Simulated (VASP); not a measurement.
A run of VASP 6.6.1:

File INCAR:

```
PREC = Accurate
ENCUT = 520
EDIFF = 1E-8
ISMEAR = -1
SIGMA = 0.08
LREAL = False
LASPH = True
NELM = 60
ALGO = Normal
ISIF = 2
LWAVE = False
LCHARG = False
GGA = PE
LEFG = True
NBANDS = 11
```

File KPOINTS:

```
regular mesh
0
Gamma
  20 20 20
```

Contents of POSCAR:

```
C
1.0
    0.0000000000      1.7952109402      1.7952109402
    1.7952109402      0.0000000000      1.7952109402
    1.7952109402      1.7952109402      0.0000000000
C
2
Direct
    0.5000000000      0.5000000000      0.5000000000
    0.7500000000      0.7500000000      0.7500000000
```

Potentials or basis: VASP PAW PBE potentials, release 64 (C).

The run is started by

```console
$ cat potpaw_PBE.64/C/POTCAR > POTCAR
$ mpirun -np 1 vasp_std > vasp.out
```

Hardware: 1 thread of Intel Xeon 6975P-C, with other jobs on the host.

Problem. Estimate the wall time of this run.

Solution. Run time: 23 s on 1 thread of Intel Xeon 6975P-C, on a shared host, peak memory 0.13 GiB. Counts: scf iterations 13, k points 256.
